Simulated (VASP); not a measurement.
The system is LaFeGe.

```
CELL_PARAMETERS angstrom
4.23181 0.00000 0.00000
-2.11590 3.66485 0.00000
0.00000 0.00000 4.28578
ATOMIC_POSITIONS crystal
La 0.00000 0.00000 0.00000
Ge 0.66667 0.33333 0.50000
Fe 0.33333 0.66667 0.50000
```

Base run:

```yaml
Program: VASP 6.6.1
Functional: PBE
Potentials_or_basis: VASP PAW PBE potentials, release 64 (La, Ge_d, Fe_sv)
Cutoff: 600 eV
k_mesh: 6 × 6 × 5
Occupations: fermi-dirac, width 0.05 eV
Spin: collinear spin, ferromagnetic start
Starting_moments: "[0.0, 0.0, 1.5] μB"
Fixed_moment: 1.5 μB
```

Its results: pressure -1.7 GPa; site moments La -0.12; Ge -0.05; Fe +1.73 μB.

Question: The run is repeated on the same cell with these changes: fixed moment from 1.5 μB to 0.8 μB; moments at the start from [0.0, 0.0, 1.5] to [0.0, 0.0, 0.8]. What comes out?

Answer: Pressure -3.1 GPa; site moments La -0.14; Ge -0.07; Fe +1.21 μB.

Caveats: the total moment is fixed, so each spin has its own Fermi level; the cell stands under tension (at least some runs).
